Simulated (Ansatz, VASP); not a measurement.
# PbS in VASP and in Ansatz

```
Pb S
1.0
     2.10051    1.21273    3.43019
    -2.10051    1.21273    3.43019
     0.00000   -2.42546    3.43019
Pb S
1 1
Direct
  0.97814 0.97814 0.97814
  0.47746 0.47746 0.47746
```

Alike in both runs: task single point; functional r2SCAN; k mesh 3 × 3 × 3; no spin polarisation.

|  | VASP | Ansatz |
| --- | --- | --- |
| version | VASP 6.6.1 | Ansatz 0.2.0 |
| potentials or method | VASP PAW PBE potentials, release 64 (Pb_d, S) | plane waves |
| plane-wave cutoff (eV) | 520 | 500 |
| occupations | gaussian, width 0.01 eV | fixed |
| valence electrons in the cell | 20 | 20 |

|  | VASP | Ansatz | Ansatz less VASP |
| --- | --- | --- | --- |
| pressure (GPa) | 0.1 | 0.1 | +0.01 |

VASP's potentials were made for PBE, not for r2SCAN.

The k mesh is coarse, so the values compare programs but aren't converged. Neither program's run includes spin-orbit coupling.
